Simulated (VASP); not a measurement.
Here is a VASP 6.6.1 calculation.

The input INCAR:

```
PREC = Accurate ; ENCUT = 600
EDIFF = 1E-6 ; ISMEAR = 0
SIGMA = 0.05 ; LREAL = F
LASPH = T ; NELM = 200
ALGO = Normal ; ISIF = 2
LWAVE = F ; LCHARG = F
ISPIN = 2 ; MAGMOM = 2.5 0
LORBIT = 11 ; LMAXMIX = 4
LDAU = T ; LDAUTYPE = 2
LDAUL = 2 -1 ; LDAUU = 3 0
LDAUJ = 0 0 ; LDAUPRINT = 1
GGA = PE ; NBANDS = 20
GGA_COMPAT = F
```

KPOINTS

```
Automatic mesh
0
Gamma
  12 12 10
```

Contents of POSCAR:

```
FePt
1.0
    2.7341813276      0.0000000000      0.0000000000
    0.0000000000      2.7341813276      0.0000000000
    0.0000000000      0.0000000000      3.7532883631
Fe Pt
1 1
Direct
    0.5000000000      0.5000000000      0.5000000000
    0.0000000000      0.0000000000      0.0000000000
```

Potentials or basis: VASP PAW PBE potentials, release 64 (Fe, Pt).

The run is started by

```console
$ cat potpaw_PBE.64/Fe/POTCAR potpaw_PBE.64/Pt/POTCAR > POTCAR
$ mpirun -np 1 vasp_std > vasp.out
```

Q: Estimate the pressure.

A: 5.9 GPa.

Q: Predict the net moment.

A: 3.58 μB per cell.

Q: Predict the site moments.

A: Fe +3.37; Pt +0.24 μB.

Eigenvalues of the final occupation matrices:
| site | spin | trace | eigenvalues |
| --- | --- | --- | --- |
| site 1 d | 1 | 4.73 | 0.94 0.94 0.94 0.94 0.96 |
| site 1 d | 2 | 1.36 | 0.13 0.14 0.25 0.25 0.59 |

Caveat: the cell stands under pressure; spin-orbit coupling is left out, which moves the levels of the heavy elements; the U is typed as a test and isn't derived for this compound. The state reached can hang on the start; a lower one may exist.
